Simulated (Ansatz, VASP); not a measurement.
## Sn7O17 in VASP and in Ansatz

```
O Sn
1.0
     4.82652   -4.82837    0.00000
     4.82652    4.82837    0.00000
    -4.82652    0.00000    6.47633
O Sn
17 7
Direct
  0.18062 0.56730 0.24764
  0.97030 0.29708 0.99502
  0.22588 0.55188 0.50638
  0.49379 0.81278 0.99498
  0.74889 0.06821 0.50544
  0.35828 0.56401 0.24874
  0.68628 0.87474 0.74802
  0.93078 0.11812 0.25033
  0.18829 0.37647 0.75301
  0.77186 0.64456 0.25029
  0.08346 0.89769 0.76261
  0.32307 0.14034 0.25036
  0.57150 0.38560 0.73856
  0.01238 0.69483 0.99389
  0.26828 0.95134 0.50654
  0.50390 0.20321 0.00016
  0.75334 0.45349 0.50011
  0.37707 0.88116 0.74240
  0.62873 0.13212 0.25002
  0.88433 0.38897 0.75736
  0.00464 0.99492 0.00682
  0.24829 0.23863 0.49427
  0.51156 0.49973 0.98100
  0.78133 0.76941 0.51978
```

Alike in both runs: functional PBE; k mesh 3 × 3 × 3; occupations gaussian, width 0.01 eV; no spin polarisation.

Ansatz relaxed the structure, and its values are those at the end. VASP's run is a single point on that final structure, the one shown.

```csv
,VASP,Ansatz
version,VASP 6.6.1,Ansatz 0.2.0
potentials or method,"VASP PAW PBE potentials, release 64 (O, Sn_d), cutoff 520 eV","scalar-relativistic, plane waves, PAW"
valence electrons in the cell,200,200
```

VASP gave:

* gap on the k mesh at the Fermi level (eV): 0.25
* least direct gap on the mesh (eV): 0.25
* rms of the force components (eV/Å): 0.219

Question: Estimate Ansatz's values.

Answer: gap on the k mesh at the Fermi level (eV): 0.25; least direct gap on the mesh (eV): 0.25; rms of the force components (eV/Å): 0.007.

One of these differences is far larger than is usual between the two programs; its cause wasn't traced.

Noted on VASP's run: the standard files for N, O and F lose accuracy on very short bonds.
